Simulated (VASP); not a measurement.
Wanted: the native input for a VASP 6.6.1 run.

| Item | Value |
| --- | --- |
| Task | single point |
| Functional | r2SCAN |
| Potentials or basis | VASP PAW PBE potentials, release 64 (Sr_sv, Ta_sv_GW, N) |
| Cutoff | 660 eV |
| k mesh | 6 × 6 × 2 |
| Occupations | gaussian, width 0.1 eV |
| Spin | no spin polarisation |
| Dipole correction | no |
| Further INCAR settings | ALGO = Normal; EDIFF = 1e-06; NBANDS = 43 |

The system is SrTaN2.

```xyz
8
Lattice="3.2153 0.0000 0.0000 -1.6077 2.7845 0.0000 0.0000 0.0000 11.7424" Properties=species:S:1:pos:R:3 pbc="T T T"
Sr    0.0000    1.8564    8.8068
Sr    1.6077    0.9282    2.9356
Ta    0.0000    0.0000    5.8712
Ta    0.0000    0.0000    0.0000
N     0.0000    1.8564    4.7299
N     1.6077    0.9282   10.6011
N     1.6077    0.9282    7.0125
N     0.0000    1.8564    1.1413
```

The input as run:

POSCAR

```
SrTaN2
1.0
    3.2153193347      0.0000000000      0.0000000000
   -1.6076596674      2.7845482251      0.0000000000
    0.0000000000      0.0000000000     11.7424032837
Sr Ta N
2 2 4
Direct
    0.3333333333      0.6666666667      0.7500000000
    0.6666666667      0.3333333333      0.2500000000
    0.0000000000      0.0000000000      0.5000000000
    0.0000000000      0.0000000000      0.0000000000
    0.3333333333      0.6666666667      0.4028082388
    0.6666666667      0.3333333333      0.9028082388
    0.6666666667      0.3333333333      0.5971917612
    0.3333333333      0.6666666667      0.0971917612
```

INCAR.step1

```
SYSTEM = SrTaN2
  PREC = Accurate
  ENCUT = 660
  ISMEAR = 0
  SIGMA = 0.1
  LREAL = .FALSE.
  LASPH = .TRUE.
  NELM = 120
  NBANDS = 43
  GGA = PE
  ALGO = Normal
  EDIFF = 1E-5
  LWAVE = .TRUE.
  LCHARG = .FALSE.
  GGA_COMPAT = .FALSE.
```

INCAR.step2

```
SYSTEM = SrTaN2
  PREC = Accurate
  ENCUT = 660
  EDIFF = 1E-6
  ISMEAR = 0
  SIGMA = 0.1
  LREAL = .FALSE.
  LASPH = .TRUE.
  NELM = 120
  ALGO = Normal
  ISIF = 2
  LWAVE = .FALSE.
  LCHARG = .FALSE.
  METAGGA = R2SCAN
  LMIXTAU = .TRUE.
  NBANDS = 43
  ISTART = 1
  GGA_COMPAT = .FALSE.
```

KPOINTS

```
regular mesh
0
G
  6 6 2
  0 0 0
```

Potentials or basis: VASP PAW PBE potentials, release 64 (Sr_sv, Ta_sv_GW, N).

Run with:

```bash
$ cat potpaw_PBE.64/Sr_sv/POTCAR potpaw_PBE.64/Ta_sv_GW/POTCAR potpaw_PBE.64/N/POTCAR > POTCAR
$ cp INCAR.step1 INCAR
$ mpirun -np 1 vasp_std > vasp.out
$ cp INCAR.step2 INCAR
$ mpirun -np 1 vasp_std > vasp.out
```

It gave:

```json
{"Pressure": "0.4 GPa", "Largest force": "0.030 eV/Å", "Band gap on the k mesh": "zero (bands 33 and 34 overlap by 1.63 eV)"}
```

Caveat: the k points lie up to 0.38 Å⁻¹ apart, too coarse for converged energies and pressures of a metal; the PAW data sets were made with another functional, which shifts forces and pressure a little; spin-orbit coupling is left out, which moves the levels of the heavy elements.

It took 5.3 min on 1 thread of Intel(R) Xeon(R) Platinum 8488C (Sapphire Rapids) (shared host), peak memory 0.34 GiB.
